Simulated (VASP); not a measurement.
# Br (P1) in VASP: relaxation of cell and atoms with PBE

Aim: the relaxation of cell and atoms of Br with PBE.

Program: VASP 6.6.1. These are calculated values, not measurements. Logs are shortened: lines on timing, memory, paths and dates and some standing lists are left out, and cuts for length are marked.

**1. The cell of the first run**

The typed cell holds 3 atoms: a = 4.634 Å, b = 4.949 Å, c = 5.692 Å, α = 81.69°, β = 117.00°, γ = 106.37°.

**2. Relaxation of cell and atoms, PBE**

File INCAR:

```
ALGO = Normal
EDIFF = 1E-6
EDIFFG = -0.04
ENCUT = 600
GGA = PE
IBRION = 2
ISIF = 3
ISMEAR = 0
LASPH = True
LCHARG = False
LREAL = False
LWAVE = False
NELM = 100
NSW = 90
PREC = Accurate
SIGMA = 0.1
```

File KPOINTS:

```
k-points
0
Gamma
  4 4 4
```

File POSCAR:

```
Br
1.0
    4.6339790418      0.0000000000      0.0000000000
   -1.3949342266      4.7478772922      0.0000000000
   -2.5838305337      0.0979202854      5.0711254838
Br
3
Direct
    0.6117320441      0.0265031453      0.9778030766
    0.9298975096      0.2580266404      0.4886741686
    0.4131807510      0.2611555318      0.7881717591
```

Potentials or basis: VASP PAW PBE potentials, release 64 (Br).

Launch:

```console
> cat potpaw_PBE.64/Br/POTCAR > POTCAR
> mpirun -np 1 vasp_std > vasp.out
```

OUTCAR:

```text
EDIFF = 1E-6
   EDIFFG = -0.04
   ENCUT = 600
   GGA = PE
   IBRION = 2
   ISIF = 3
   ISMEAR = 0
   LASPH = True
   LREAL = False
   NELM = 100
   NSW = 90
   PREC = Accurate

 ion  position               nearest neighbor table
   1  0.612  0.027  0.978-   3 1.64
   2  0.930  0.258  0.489-   3 2.11
   3  0.413  0.261  0.788-   1 1.64   2 2.11

  LATTYP: Found a triclinic cell.
 ALAT       =     9.1938481298
 B/A-ratio  =     0.9803905162
 C/A-ratio  =     1.4559987329
 COS(alpha) =     0.0027899079
 COS(beta)  =     0.5662991593
 COS(gamma) =     0.8196165405

  Lattice vectors:

 A1 = (  -7.8730238570,  -4.7478772922,   0.0000000000)
 A2 = (  -5.8228753489,  -4.6499570068,   5.0711254838)
 A3 = (  -8.7342760580,  -0.1958405708, -10.1422509676)

Analysis of symmetry for initial positions (statically):
=====================================================================
 Subroutine PRICEL returns:
 Original cell was already a primitive cell.

 Routine SETGRP: Setting up the symmetry group for a
 triclinic supercell.

 Subroutine GETGRP returns: Found  1 space group operations
 (whereof  1 operations were pure point group operations)
 out of a pool of  2 trial point group operations.

The static configuration has the point symmetry C_1 .

Analysis of symmetry for dynamics (positions and initial velocities):
=====================================================================
 Subroutine PRICEL returns:
 Original cell was already a primitive cell.

 Routine SETGRP: Setting up the symmetry group for a
 triclinic supercell.

 Subroutine GETGRP returns: Found  1 space group operations
 (whereof  1 operations were pure point group operations)
 out of a pool of  2 trial point group operations.

The dynamic configuration has the point symmetry C_1 .

 Subroutine INISYM returns: Found  1 space group operations
 (whereof  1 operations are pure point group operations),
 and found     1 'primitive' translations

----------------------------------------------------------------------------------------

                                     Primitive cell

  volume of cell :     111.5727

  direct lattice vectors                    reciprocal lattice vectors
     4.633979042  0.000000000  0.000000000     0.215797264  0.063401594  0.108728380
    -1.394934227  4.747877292  0.000000000     0.000000000  0.210620439 -0.004066950
    -2.583830534  0.097920285  5.071125484     0.000000000  0.000000000  0.197194884

  length of vectors
     4.633979042  4.948553352  5.692282695     0.249820099  0.210659701  0.197194884

  position of ions in fractional coordinates (direct lattice)
     0.611732044  0.026503145  0.977803077
     0.929897510  0.258026640  0.488674169
     0.413180751  0.261155532  0.788171759

  ion indices of the primitive-cell ions
   primitive index   ion index
                 1           1
                 2           2
                 3           3

----------------------------------------------------------------------------------------

 KPOINTS: k-points

Automatic generation of k-mesh.
 Grid dimensions read from file:
 generate k-points for:    4    4    4

 Generating k-lattice:

  Cartesian coordinates                     Fractional coordinates (reciprocal lattice)
     0.053949316  0.015850399  0.027182095     0.250000000  0.000000000  0.000000000
     0.000000000  0.052655110 -0.001016737     0.000000000  0.250000000  0.000000000
     0.000000000  0.000000000  0.049298721     0.000000000  0.000000000  0.250000000

  Length of vectors
     0.062455025  0.052664925  0.049298721

  Shift w.r.t. Gamma in fractional coordinates (k-lattice)
     0.000000000  0.000000000  0.000000000

 Subroutine IBZKPT returns following result:
 ===========================================

 Found     36 irreducible k-points:

 Following reciprocal coordinates:
            Coordinates               Weight
  0.000000  0.000000  0.000000      1.000000
  0.250000  0.000000 -0.000000      2.000000
  0.500000  0.000000 -0.000000      1.000000
  0.000000  0.250000  0.000000      2.000000
  0.250000  0.250000 -0.000000      2.000000
  0.500000  0.250000 -0.000000      2.000000
[... 16 lines left out ...]
  0.000000 -0.250000  0.250000      2.000000
  0.250000 -0.250000  0.250000      2.000000
 [... further k-points ...]
   k-points           NKPTS =     36   k-points in BZ     NKDIM =     36   number of bands    NBANDS=     14
   number of dos      NEDOS =    301   number of ions     NIONS =      3
   total plane-waves  NPLWV =  76800
   dimension x,y,z NGX =    40 NGY =   40 NGZ =   48
   dimension x,y,z NGXF=    80 NGYF=   80 NGZF=   96
   ions per type =               3
   NGX,Y,Z   is equivalent  to a cutoff of  14.35, 13.44, 14.02 a.u.
   NGXF,Y,Z  is equivalent  to a cutoff of  28.70, 26.88, 28.04 a.u.
 SYSTEM =  unknown system
   PREC   = accura    normal or accurate (medium, high low for compatibility)
   ISTART =      0    job   : 0-new  1-cont  2-samecut
   ICHARG =      2    charge: 1-file 2-atom 10-const
   ISPIN  =      1    spin polarized calculation?
   LNONCOLLINEAR =      F non collinear calculations
   LSORBIT =      F    spin-orbit coupling
   LASPH  =      T    aspherical Exc in radial PAW
   ENCUT  =  600.0 eV  44.10 Ry    6.64 a.u.   9.26  9.88 11.37*2*pi/ulx,y,z
   NELM   =    100;   NELMIN=  2; NELMDL= -5     # of ELM steps
   EDIFF  = 0.1E-05   stopping-criterion for ELM
   LREAL  =      F    real-space projection
   EDIFFG = -.4E-01   stopping-criterion for IOM
   NSW    =     90    number of steps for IOM
   IBRION =      2    ionic relax: 0-MD 1-quasi-New 2-CG
   NFREE  =      1    steps in history (QN), initial steepest desc. (CG)
   ISIF   =      3    stress and relaxation
   ISYM   =      2    0-nonsym 1-usesym 2-fastsym
   POTIM  = 0.5000    time-step for ionic-motion
   TEBEG  =    0.0;   TEEND  =   0.0 temperature during run
   PSTRESS=    0.0 pullay stress
   NELECT =      21.0000    total number of electrons
   NUPDOWN=      -1.0000    fix difference up-down
   EMIN   =  10.00;   EMAX   =-10.00  energy-range for DOS
   EFERMI =   0.00;   METHOD = LEGACY
   ISMEAR =     0;   SIGMA  =   0.10  broadening in eV -4-tet -1-fermi 0-gaus
   EFERMI_NEDOS =   21; number of points for ismear=-14 and -15
   IALGO  =     38    algorithm
   IMIX   =      4    mixing-type and parameters
     AMIX     =   0.40;   BMIX     =  1.00
     AMIX_MAG =   1.60;   BMIX_MAG =  1.00
  volume/ion in A,a.u.               =      37.19       250.98
  Fermi-wavevector in a.u.,A,eV,Ry     =   0.938200  1.772940 11.976102  0.880219
  Thomas-Fermi vector in A             =   2.065387
   LORBIT       =      0    0 simple, 1 ext, 2 COOP (PROOUT), +10 PAW based schemes
   GGA     = PE    functional components
   LHFCALC =     F    Hartree Fock is set to
   AEXX    =    0.0000 exact exchange contribution
   IVDW    =     0    specifies the selected vdW correction
   LEPSILON=     F    determine dielectric tensor
   LRPA    =     F    only Hartree local field effects (RPA)
 conjugate gradient relaxation of ions
 non-spin polarized calculation
 Gauss-broadening in eV      SIGMA  =   0.10
  energy-cutoff  :      600.00
  volume of cell :      111.57
 maximum number of plane-waves:      3750
 NGX is ok and might be reduce to    40
   NGX = 19   NGY = 19   NGZ = 23

--------------------------------------- Ionic step        1  -------------------------------------------

 number of electron      20.9999998 magnetization

 Free energy of the ion-electron system (eV)
  ---------------------------------------------------
  ext. energy  EPLUGINS =         0.00000000
  ---------------------------------------------------
  free energy    TOTEN  =         8.67402591 eV

  energy without entropy =        8.70529109  energy(sigma->0) =        8.68965850

 E-fermi :   2.1358     XC(G=0):  -6.9566

 val. band max:        2.1128504509   @ k =   0.2500   0.2500   0.2500
 cond. band min:       2.1387041995   @ k =   0.5000   0.0000   0.2500
 fundamental gap:      0.0258537486
 Fermi energy:         2.1357885858

 k-point     1 :       0.0000    0.0000    0.0000
  band No.  band energies     occupation
      1     -22.6685      2.00000
      2     -15.6313      2.00000
      3     -12.0270      2.00000
      4      -7.4240      2.00000
      5      -6.6507      2.00000
      6      -6.5317      2.00000
      7      -3.0095      2.00000
      8      -2.3307      2.00000
      9      -1.5207      2.00000
     10       0.7443      2.00000
     11       2.0041      1.93748
     12       4.3192      0.00000
     13       6.2485      0.00000
     14       7.1931      0.00000
[... 495 lines left out ...]
  FREE ENERGIE OF THE ION-ELECTRON SYSTEM (eV)
  ---------------------------------------------------
  free  energy   TOTEN  =        -1.8445153799 eV

  energy  without entropy=       -1.7467103620  energy(sigma->0) =       -1.79561287

[... ionic steps 4 to 67 ...]

--------------------------------------- Ionic step       68  -------------------------------------------

 number of electron      21.0000001 magnetization

------------------------ aborting loop because EDIFF is reached ----------------------------------------

  FORCE on cell =-STRESS in cart. coord.  units (eV):
  Direction    XX          YY          ZZ          XY          YZ          ZX
  --------------------------------------------------------------------------------------
  -------------------------------------------------------------------------------------
  Total        0.0018345     -0.0036155      0.1645979      0.0219136      0.0831761      0.0524737
  in kB        0.0206109     -0.0406201      1.8492420      0.2461974      0.9344757      0.5895367
  external PRESSURE =       0.6097443 kB  Pullay stress =       0.0000000 kB
[... 59 lines left out ...]
  energy  without entropy=       -4.7382271827  energy(sigma->0) =       -4.73842347

--------------------------------------- Ionic step       70  -------------------------------------------

 number of electron      21.0000001 magnetization

 Free energy of the ion-electron system (eV)
  ---------------------------------------------------
  ext. energy  EPLUGINS =         0.00000000
  ---------------------------------------------------
  free energy    TOTEN  =        -4.73916092 eV

  energy without entropy =       -4.73874739  energy(sigma->0) =       -4.73895416

 E-fermi :  -1.6491     XC(G=0):  -6.3007

 val. band max:       -1.8480187685   @ k =   0.2500   0.2500   0.2500
 cond. band min:      -1.4470865954   @ k =  -0.2500  -0.2500   0.2500
 fundamental gap:      0.4009321730
 Fermi energy:        -1.6490964548

 k-point     1 :       0.0000    0.0000    0.0000
  band No.  band energies     occupation
      1     -17.5101      2.00000
      2     -15.6636      2.00000
      3     -15.3036      2.00000
      4      -6.8540      2.00000
      5      -6.0128      2.00000
      6      -4.3700      2.00000
      7      -3.9255      2.00000
      8      -3.2420      2.00000
      9      -2.9538      2.00000
     10      -2.8513      2.00000
     11      -0.5793      0.00000
     12      -0.1041      0.00000
     13       3.0568      0.00000
     14       5.6448      0.00000
[... 421 lines left out ...]
  FREE ENERGIE OF THE ION-ELECTRON SYSTEM (eV)
  ---------------------------------------------------
  free  energy   TOTEN  =        -4.7391609186 eV

  energy  without entropy=       -4.7387473946  energy(sigma->0) =       -4.73895416

 reached required accuracy - stopping structural energy minimisation
```

Run time: 58 min. Hardware: 1 thread of Intel Xeon Platinum 8259CL at 2.50GHz (Skylake/Cascade Lake), shared host; peak memory 0.31 GiB.

What came out:

```
Free energy                            : -4.7392 eV
Relaxed volume                         : 47.50 Å³/atom
Relaxed cell                           : a = 4.989 Å, b = 5.834 Å, c = 5.934 Å, α = 101.97°, β = 109.87°, γ = 109.65°
Space group after relaxing (to 0.05 Å) : P-1 (No. 2)
Energy gained by relaxing              : 4471.1 meV/atom
Ionic steps                            : 70
Pressure after relaxing                : 0.0 GPa
Largest force after relaxing           : 0.025 eV/Å
```

Forces on the atoms (eV/Å):
```
Br  -0.024  0.007 -0.001
Br   0.015 -0.002 -0.016
Br   0.009 -0.005  0.017
```

Step by step:
```tsv
step	energy change (eV)	largest force (eV/Å)	pressure (GPa)	volume (Å³)
1	0.0000	48.8409	51.75	111.57
3	-10.5185	1.5423	-2.68	326.94
5	-11.7941	1.2908	-0.29	261.86
7	-11.7105	4.0626	1.25	238.71
9	-11.2990	2.3813	-1.97	260.85
11	-11.9955	0.1789	-0.72	248.34
13	-12.0512	0.1101	-0.58	239.21
15	-12.3629	0.6215	0.04	166.37
17	-12.4145	0.8100	-0.35	155.03
19	-12.4812	0.8464	2.05	133.44
21	-12.5722	0.6367	0.73	140.24
23	-12.7192	0.5085	-0.24	142.59
25	-12.7653	0.4571	-0.58	144.61
27	-12.7941	1.8246	0.78	143.26
29	-12.8875	0.6873	-0.28	144.41
31	-13.0654	0.5750	-1.03	141.92
33	-13.0699	0.6414	-1.34	142.94
35	-13.1123	0.5263	-0.48	139.86
37	-13.1648	0.4459	-0.18	138.11
39	-13.2081	0.4860	0.24	136.17
41	-13.2304	0.3792	-0.11	136.95
43	-13.2688	0.4179	0.54	133.42
45	-13.2825	0.1761	-0.39	136.26
47	-13.2914	0.1433	-0.19	135.39
49	-13.3047	0.1845	0.41	133.55
51	-13.3093	0.1190	0.24	134.55
53	-13.3175	0.1892	-0.01	137.74
55	-13.3688	0.2133	-0.07	142.39
57	-13.3821	0.1963	-0.16	144.90
59	-13.3865	0.2030	-0.21	145.70
61	-13.3995	0.1548	-0.08	143.83
63	-13.4048	0.1091	0.11	141.78
65	-13.4109	0.0750	-0.05	142.93
67	-13.4119	0.0832	0.08	142.56
69	-13.4126	0.0536	0.03	142.57
70	-13.4132	0.0246	-0.02	142.50
```

Final structure:
```xyz
3
Lattice="4.9765 -0.1663 0.3037 -1.7081 5.4324 -1.2670 -2.3775 -0.8156 5.3757" Properties=species:S:1:pos:R:3 pbc="T T T"
Br    2.1034    3.7340    0.3820
Br    3.0867    1.1781    1.5165
Br   -1.0851    2.1363    3.4813
```

Caveat: the k points lie up to 0.37 Å⁻¹ apart in the final cell; the volume moved by over 15 % at a fixed basis, so the end points are rough; an odd number of electrons without spin polarisation forces a metal; a magnetic or distorted state may lie lower.
